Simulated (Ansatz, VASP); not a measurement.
**BaTe: VASP beside Ansatz**

File INCAR:

```
  PREC = Accurate
  ENCUT = 520
  EDIFF = 1E-6
  ISMEAR = 0
  SIGMA = 0.01
  LREAL = F
  LASPH = T
  NELM = 80
  ALGO = Normal
  ISIF = 2
  LWAVE = F
  LCHARG = F
  GGA = PE
  NBANDS = 15
```

Contents of KPOINTS:

```
Automatic mesh
0
Gamma
  6 6 6
```

Contents of POSCAR:

```
BaTe
1.0
    4.2019382759      0.0000000000      0.0000000000
    0.0000000000      4.2019382759      0.0000000000
    0.0000000000      0.0000000000      4.2019382759
Ba Te
1 1
Direct
    0.0000000000      0.0000000000      0.0000000000
    0.5000000000      0.5000000000      0.5000000000
```

Input for Ansatz:

```yaml
crystal:
  lattice:
    - [4.2019382759, 0.0, 0.0]
    - [0.0, 4.2019382759, 0.0]
    - [0.0, 0.0, 4.2019382759]
  atoms:
    - { symbol: Ba, position: [0.0, 0.0, 0.0] }
    - { symbol: Te, position: [0.5, 0.5, 0.5] }
kpoints:
  mp_grid: { grid: [6, 6, 6] }
hamiltonian:
  xc: pbe
scf:
  occupations: { method: fixed }
  n_extra_bands: 4
output:
  forces: true
  stress: true
  eigenvalues: true
```

Alike in both runs: task single point; functional PBE; k mesh 6 × 6 × 6; no spin polarisation.

|  | VASP | Ansatz |
| --- | --- | --- |
| version | VASP 6.6.1 | Ansatz 0.2.0 |
| potentials or method | VASP PAW PBE potentials, release 64 (Ba_sv, Te) | plane waves, PAW |
| plane-wave cutoff (eV) | 520 | 420 |
| occupations | gaussian, width 0.01 eV | fixed |
| valence electrons in the cell | 16 | 26 |

|  | VASP | Ansatz | Ansatz less VASP |
| --- | --- | --- | --- |
| gap on the k mesh at the Fermi level (eV) | 0.68 | 0.79 | +0.110 |
| pressure (GPa) | 1.6 | 1.0 | -0.54 |

VASP's potentials hold 16 valence electrons a cell and Ansatz's 26, so a difference there can come from the potentials and not from the codes.

Spin-orbit coupling is off throughout.
